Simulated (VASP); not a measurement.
Wanted: the native input for a VASP 6.6.1 run.

```
Task                   : single point
Functional             : r2SCAN
Potentials or basis    : VASP PAW PBE potentials, release 64 (Fe, Co)
Cutoff                 : 520 eV
k mesh                 : 8 × 8 × 4
Occupations            : gaussian, width 0.1 eV
Spin                   : collinear spin, ferromagnetic start
Starting moments       : [3.1, 2.09, 2.12, 2.09] μB
Dipole correction      : no
Further INCAR settings : ALGO = Normal; EDIFF = 1e-07; NBANDS = 30
```

Crystal: FeCo3.

```
Fe Co
1.0
     2.46601    0.00000    0.00000
     0.00000    2.46601    0.00000
     0.00000    0.00000    7.06346
Fe Co
1 3
Direct
  0.00000 0.00000 0.00000
  0.50000 0.50000 0.74540
  0.00000 0.00000 0.50000
  0.50000 0.50000 0.25460
```

The input as run:

POSCAR

```
FeCo3
1.0
    2.4660100000      0.0000000000      0.0000000000
    0.0000000000      2.4660100000      0.0000000000
    0.0000000000      0.0000000000      7.0634590000
Fe Co
1 3
Direct
    0.0000000000      0.0000000000      0.0000000000
    0.5000000000      0.5000000000      0.7454040000
    0.0000000000      0.0000000000      0.5000000000
    0.5000000000      0.5000000000      0.2545960000
```

INCAR.step1

```
SYSTEM = FeCo3
PREC = Accurate ; ENCUT = 520
ISMEAR = 0 ; SIGMA = 0.1
LREAL = .False. ; LASPH = .True.
NELM = 150 ; ISPIN = 2
MAGMOM = 3.1 2.09 2.12 2.09 ; LMAXMIX = 4
NBANDS = 30 ; GGA = PE
ALGO = Normal ; EDIFF = 1E-4
LWAVE = .True. ; LCHARG = .False.
```

INCAR.step2

```
SYSTEM = FeCo3
PREC = Accurate ; ENCUT = 520
EDIFF = 1E-7 ; ISMEAR = 0
SIGMA = 0.1 ; LREAL = .False.
LASPH = .True. ; NELM = 150
ALGO = Normal ; ISIF = 2
LWAVE = .False. ; LCHARG = .False.
ISPIN = 2 ; MAGMOM = 3.1 2.09 2.12 2.09
LORBIT = 11 ; LMAXMIX = 4
METAGGA = R2SCAN ; LMIXTAU = .True.
NBANDS = 30 ; ISTART = 1
```

KPOINTS

```
regular mesh
0
Gamma
  8 8 4
  0 0 0
```

Potentials or basis: VASP PAW PBE potentials, release 64 (Fe, Co).

Command:

```bash
$ cat potpaw_PBE.64/Fe/POTCAR potpaw_PBE.64/Co/POTCAR > POTCAR
$ cp INCAR.step1 INCAR
$ mpirun -np 1 vasp_std > vasp.out
$ cp INCAR.step2 INCAR
$ mpirun -np 1 vasp_std > vasp.out
```

It gave:

* Pressure: 5.8 GPa
* Largest force: 0.439 eV/Å
* Net moment: 8.00 μB per cell
* Site moments: Fe +2.74; Co +1.80, +1.84 (each value once) μB
* Valence electrons inside the program's atomic spheres: Fe 7.29; Co 8.35

Caveat: the cell stands under pressure; the PAW data sets were made with another functional, which shifts forces and pressure a little.

It took 4.1 min on 1 thread of Intel(R) Xeon(R) 6975P-C (Granite Rapids), with other jobs on the host, peak memory 0.22 GiB.
